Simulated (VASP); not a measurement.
**Hf: single point with PBE+D3(BJ)**

Hf:

```
Hf
1.0
    -1.74271    1.74271    1.74271
     1.74271   -1.74271    1.74271
     1.74271    1.74271   -1.74271
Hf
1
Direct
  0.00000 0.00000 0.00000
```

```yaml
Program: VASP 6.6.1
Task: single point
Functional: PBE
Dispersion: D3(BJ)
Potentials_or_basis: VASP PAW PBE potentials, release 64 (Hf_pv)
Cutoff: 520 eV
k_mesh: 9 × 9 × 9
Occupations: gaussian, width 0.1 eV
Spin: no spin polarisation
```

```yaml
Pressure: 1.4 GPa
Band_gap_on_the_k_mesh: zero (band 5 reaches 6.53 eV, above the bottom of band 6 at 4.26 eV)
Dispersion_energy_per_atom: -0.477 eV
```

Levels at points of the mesh, in eV from the Fermi level:
| k point | band 1 | band 2 | band 3 | band 4 | band 5 | band 6 | band 7 | band 8 | band 9 | band 10 |
| --- | --- | --- | --- | --- | --- | --- | --- | --- | --- | --- |
| (0.00, 0.00, 0.00) | -29.62 | -29.62 | -29.62 | -7.22 | 1.56 | 1.56 | 1.56 | 4.51 | 4.51 | 13.54 |

Wall time 16 s on 1 thread of Intel Xeon 8259CL (shared host), peak memory 0.12 GiB.

Caveat: spin-orbit coupling is left out, which moves the levels of the heavy elements; pairwise dispersion overbinds metals, which lowers pressure and volume.
